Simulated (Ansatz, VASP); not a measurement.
One calculation of Ca, two programs

Contents of INCAR:

```
PREC = Accurate
ENCUT = 520
EDIFF = 1E-6
ISMEAR = 0
SIGMA = 0.1
LREAL = F
LASPH = T
NELM = 100
ALGO = Fast
ISIF = 2
LWAVE = F
LCHARG = F
GGA = PS
NBANDS = 17
```

KPOINTS

```
Automatic mesh
0
Gamma
  10 10 10
```

POSCAR

```
Ca
1.0
    4.0678692598      0.0000000000      0.0000000000
    0.0000000000      4.0678692598      0.0000000000
    0.0000000000      0.0000000000      4.0477239377
Ca
2
Direct
    0.0000000000      0.0000000000      0.5000000000
    0.5000000000      0.5000000000      0.0000000000
```

Input for Ansatz:

```yaml
crystal:
  lattice:
    - [4.0678692598, 0.0, 0.0]
    - [0.0, 4.0678692598, 0.0]
    - [0.0, 0.0, 4.0477239377]
  atoms:
    - { symbol: Ca, position: [0.0, 0.0, 0.5] }
    - { symbol: Ca, position: [0.5, 0.5, 0.0] }
basis:
  ecutwfc: 420
kpoints:
  mp_grid: { grid: [10, 10, 10] }
hamiltonian:
  xc: pbesol
scf:
  occupations: { method: gaussian, width: 0.1 }
output:
  forces: true
  stress: true
  eigenvalues: true
```

Change from the starting cell: equal strain along all axes, cell held, atoms relaxed: -6.0 %.

Alike in both runs: task single point; functional PBEsol; k mesh 10 × 10 × 10; occupations gaussian, width 0.1 eV; no spin polarisation.

|  | VASP | Ansatz |
| --- | --- | --- |
| version | VASP 6.6.1 | Ansatz 0.2.0 |
| potentials or method | VASP PAW PBE potentials, release 64 (Ca_sv), cutoff 520 eV | scalar-relativistic, plane waves, PAW |
| valence electrons in the cell | 20 | 20 |

```tsv
	VASP	Ansatz	Ansatz less VASP
gap on the k mesh at the Fermi level (eV)	none	none	-
pressure (GPa)	4.2	4.2	-0.02
```

VASP's potentials were made for PBE, not for PBEsol. A gap of «none» marks a metal or a gap that the smearing closes.
